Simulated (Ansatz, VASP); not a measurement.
**Two plane-wave programs on TiPd3**

INCAR

```
SYSTEM = TiPd3
PREC = Accurate
ENCUT = 520
EDIFF = 1E-8
ISMEAR = -1
SIGMA = 0.05
LREAL = .False.
LASPH = .True.
NELM = 80
ALGO = Normal
ISIF = 2
LWAVE = .False.
LCHARG = .False.
LEFG = .True.
NBANDS = 29
```

File KPOINTS:

```
regular mesh
0
Gamma
  11 11 11
  0 0 0
```

Contents of POSCAR:

```
TiPd3
1.0
    3.8326911231      0.0000000000      0.0000000000
    0.0000000000      3.8326911231      0.0000000000
    0.0000000000      0.0000000000      3.8326911231
Ti Pd
1 3
Direct
    0.0000000000      0.0000000000      0.0000000000
    0.0000000000      0.5000000000      0.5000000000
    0.5000000000      0.0000000000      0.5000000000
    0.5000000000      0.5000000000      0.0000000000
```

Input for Ansatz:

```yaml
crystal:
  lattice:
    - [3.8326911231, 0.0, 0.0]
    - [0.0, 3.8326911231, 0.0]
    - [0.0, 0.0, 3.8326911231]
  atoms:
    - { symbol: Ti, position: [0.0, 0.0, 0.0] }
    - { symbol: Pd, position: [0.0, 0.5, 0.5] }
    - { symbol: Pd, position: [0.5, 0.0, 0.5] }
    - { symbol: Pd, position: [0.5, 0.5, 0.0] }
kpoints:
  mp_grid: { grid: [11, 11, 11] }
scf:
  occupations: { method: fermi_dirac, width: 0.05 }
hamiltonian:
  xc: lda
  pseudopotentials: { kind: paw }
output:
  forces: true
  stress: true
  eigenvalues: true
  efg: { contact_densities: true }
```

Change from the starting cell: volume scaled by 1.01, PAW files.

Alike in both runs: task electric field gradients; functional LDA; k mesh 11 × 11 × 11; occupations fermi-dirac, width 0.05 eV; no spin polarisation.

|  | VASP | Ansatz |
| --- | --- | --- |
| version | VASP 6.6.1 | Ansatz 0.2.0 |
| potentials or method | VASP PAW LDA potentials, release 64 (Ti_sv, Pd) | PAW with Ansatz's default frozen-core files, scalar-relativistic |
| plane-wave cutoff (eV) | 520 | 420 |
| valence electrons in the cell | 42 | 66 |

|  | VASP | Ansatz | Ansatz less VASP |
| --- | --- | --- | --- |
| pressure (GPa) | 0.4 | 0.0 | -0.39 |
| size of Vzz on the site where it differs most (V/Å²) | 61.8 | 80.8 | +18.92 |

LDA's correlation is that of Perdew and Zunger in VASP and of Perdew and Wang (1992) in Ansatz. VASP's potentials hold 42 valence electrons a cell and Ansatz's 66, so a difference there can come from the potentials and not from the codes.
